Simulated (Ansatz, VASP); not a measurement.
Two plane-wave programs on AlH5

```
Al H
1.0
     3.19185    0.00000    0.00000
    -1.59592    2.76422    0.00000
     0.00000    0.00000    6.39227
Al H
1 5
Cartesian
  0.0000 1.8428 0.0000
  1.5959 0.9214 3.1961
  0.5566 1.5214 3.1961
  0.0000 2.4856 3.1961
  -0.5566 1.5214 3.1961
  0.0000 0.0000 3.1961
```

Alike in both runs: task relaxation of cell and atoms; functional PBE; k mesh 6 × 6 × 4; occupations gaussian, width 0.1 eV; no spin polarisation.

```csv
,VASP,Ansatz
version,VASP 6.6.1,Ansatz 0.2.0
potentials or method,"VASP PAW PBE potentials, release 64 (Al, H), cutoff 600 eV","scalar-relativistic, plane waves, PAW"
valence electrons in the cell,8,8
```

Ansatz gave:

| Quantity | Value |
| --- | --- |
| gap on the k mesh at the Fermi level, each at its own relaxed structure (eV) | none |
| relaxed volume (Å³/atom) | 7.03 |
| relaxed cell length with the largest relative difference (Å) | 5.179 |

**Question.** What did VASP give for the same quantities?

**Answer.** gap on the k mesh at the Fermi level, each at its own relaxed structure (eV): none; relaxed volume (Å³/atom): 8.22; relaxed cell length with the largest relative difference (Å): 6.229.

A gap of «none» marks a metal or a gap that the smearing closes. One of these differences is far larger than is usual between the two programs; its cause wasn't traced.

The k mesh is coarse, so the values compare programs but aren't converged.
